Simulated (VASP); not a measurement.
Here is a VASP 6.6.1 calculation.

File INCAR:

```
SYSTEM = SnTe
PREC = Accurate
ENCUT = 520
EDIFF = 1E-6
ISMEAR = 0
SIGMA = 0.03
LREAL = .FALSE.
LASPH = .TRUE.
NELM = 80
ALGO = Normal
ISIF = 2
LWAVE = .FALSE.
LCHARG = .TRUE.
GGA = PE
LELF = .TRUE.
LVHAR = .TRUE.
NBANDS = 17
```

The input KPOINTS:

```
regular mesh
0
G
  10 10 10
  0 0 0
```

The input POSCAR:

```
SnTe
1.0
    0.0000000000      3.2061701262      3.2061701262
    3.2061701262      0.0000000000      3.2061701262
    3.2061701262      3.2061701262      0.0000000000
Sn Te
1 1
Direct
    0.0086084016     -0.0086084016     -0.0086084016
    0.4919913530      0.5080086470      0.5080086470
```

Potentials or basis: VASP PAW PBE potentials, release 64 (Sn_d, Te).

Launch:

```sh
$ cat potpaw_PBE.64/Sn_d/POTCAR potpaw_PBE.64/Te/POTCAR > POTCAR
$ mpirun -np 1 vasp_std > vasp.out
```

What does it give for the largest force?

0.003 eV/Å.

Predict the band gap on the k mesh.

0.27 eV.

Stress tensor (GPa, compression positive):
```
 0.21  0.00  0.00
 0.00 -0.07  0.00
 0.00  0.00 -0.07
```

Caveat: semilocal functionals underestimate gaps, and a narrow one can read as zero; spin-orbit coupling is left out, which moves the levels of the heavy elements. A k mesh can miss the band edges.
